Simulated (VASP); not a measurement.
Here is a VASP 6.6.1 calculation.

File INCAR:

```
ALGO = Normal
EDIFF = 1E-6
ENCUT = 500
GGA = RE
GGA_COMPAT = F
ISIF = 2
ISMEAR = 1
IVDW = 13
LASPH = T
LCHARG = F
LREAL = F
LWAVE = F
NBANDS = 16
NELM = 120
PREC = Accurate
SIGMA = 0.1
```

Contents of KPOINTS:

```
k-points
0
Gamma
  5 5 5
```

The input POSCAR:

```
CdSe
1.0
    0.0000000000      2.8739580000      2.8739580000
    2.8739580000      0.0000000000      2.8739580000
    2.8739580000      2.8739580000      0.0000000000
Cd Se
1 1
Direct
    0.0000000000      0.0000000000      0.0000000000
    0.5000000000      0.5000000000      0.5000000000
```

Potentials or basis: VASP PAW PBE potentials, release 64 (Cd, Se).

Run with:

```bash
$ cat potpaw_PBE.64/Cd/POTCAR potpaw_PBE.64/Se/POTCAR > POTCAR
$ mpirun -np 1 vasp_std > vasp.out
```

Estimate the band gap on the k mesh.

0.12 eV (least direct gap 0.76 eV).

Predict the dispersion energy per atom.

-0.673 eV.

Estimate the pressure.

-2.9 GPa.

Caveat: semilocal functionals underestimate gaps, and a narrow one can read as zero; the PAW data sets were made with another functional, which shifts forces and pressure a little; an odd mesh through Γ misses points on the zone boundary, where band edges can lie.
